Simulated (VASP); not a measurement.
Ir:

```xyz
1
Lattice="0.0000 1.9197 1.9197 1.9197 0.0000 1.9197 1.9197 1.9197 0.0000" Properties=species:S:1:pos:R:3 pbc="T T T"
Ir    0.0000    0.0000    0.0000
```

```yaml
Program: VASP 6.6.1
Task: relaxation of cell and atoms
Functional: PBE
Potentials_or_basis: VASP PAW PBE potentials, release 64 (Ir)
Cutoff: 600 eV
k_mesh: 14 × 14 × 14
Occupations: fermi-dirac, width 0.1 eV
Spin: no spin polarisation
```

At the start: pressure 10.1 GPa; volume 14.15 Å³/atom.

Task: How do energy, volume and symmetry change on relaxing?

Result: Over 4 steps the energy falls by 11.9 meV/atom and the volume is 14.54 Å³/atom (+2.8 %); space group Fm-3m (No. 225, to 0.05 Å).

Step by step:
| step | energy change (eV) | largest force (eV/Å) | pressure (GPa) | volume (Å³) |
| --- | --- | --- | --- | --- |
| 1 | 0.0000 | 0.0000 | 10.12 | 14.15 |
| 2 | 0.1285 | 0.0000 | -26.66 | 16.06 |
| 3 | -0.0119 | 0.0000 | -0.40 | 14.56 |
| 4 | -0.0119 | 0.0000 | -0.05 | 14.54 |

Final structure:
```
Ir
1.0
     0.00000    1.93721    1.93721
     1.93721    0.00000    1.93721
     1.93721    1.93721    0.00000
Ir
1
Direct
  0.00000 0.00000 0.00000
```
